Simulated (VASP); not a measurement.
# Bi: single point with PBE

Crystal: Bi.

```
Bi
1.0
     2.16767    1.18778    3.88229
    -2.37833    1.27870    3.97321
    -0.02659   -2.70371    4.00649
Bi
2
Direct
  0.23389 0.23389 0.23389
  0.76611 0.76611 0.76611
```

This cell differs from its parent crystal: equal xy, yz and zx shear strains of -4 %.

- Program: VASP 6.6.1
- Task: single point
- Functional: PBE
- Potentials or basis: VASP PAW PBE potentials, release 64 (Bi_d)
- Cutoff: 520 eV
- k mesh: 10 × 10 × 10
- Occupations: fermi-dirac, width 0.03 eV
- Spin: no spin polarisation

| Property | Result |
| --- | --- |
| Pressure | 1.8 GPa |
| Largest force | 0.336 eV/Å |
| Band gap on the k mesh | zero (bands 15 and 16 overlap by 0.44 eV) |

Forces on the atoms (eV/Å):
```
Bi   0.109  0.252  0.193
Bi  -0.109 -0.252 -0.193
```

Stress tensor (GPa, compression positive):
```
0.75 0.23 0.81
0.23 2.85 1.90
0.81 1.90 1.93
```

Levels at points of the mesh, in eV from the Fermi level:
```csv
k point,band 11,band 12,band 13,band 14,band 15,band 16,band 17,band 18,band 19,band 20
"(0.00, 0.00, 0.00)",-13.06,-7.47,-1.62,-1.34,-0.87,2.43,2.69,3.31,5.52,5.67
"(0.50, 0.00, 0.00)",-11.10,-10.39,-1.55,-1.36,-0.47,-0.40,0.41,0.89,7.90,8.72
"(0.00, 0.50, 0.00)",-11.23,-10.52,-1.26,-1.06,-0.11,-0.05,0.61,1.28,7.38,8.29
"(0.50, 0.50, 0.00)",-11.05,-9.65,-4.69,-3.12,-2.82,2.34,4.76,5.43,7.02,9.12
"(0.00, 0.00, 0.50)",-11.12,-10.59,-1.18,-1.12,-0.22,-0.22,0.71,1.11,7.29,8.16
"(0.50, 0.00, 0.50)",-11.30,-9.40,-4.65,-3.18,-2.63,2.42,4.68,5.76,6.65,9.09
"(0.00, 0.50, 0.50)",-11.37,-9.29,-4.62,-3.14,-2.66,2.38,4.88,5.50,6.42,9.17
"(0.50, 0.50, 0.50)",-11.84,-9.88,-0.95,-0.71,-0.48,0.65,0.76,0.80,6.91,8.67
```

It took 4.9 min on 1 thread of Intel(R) Xeon(R) Platinum 8488C (Sapphire Rapids), on a shared host, peak memory 0.67 GiB.

Caveat: the cell differs from its parent crystal (equal xy, yz and zx shear strains of -4 %); spin-orbit coupling is left out, which moves the levels of the heavy elements.
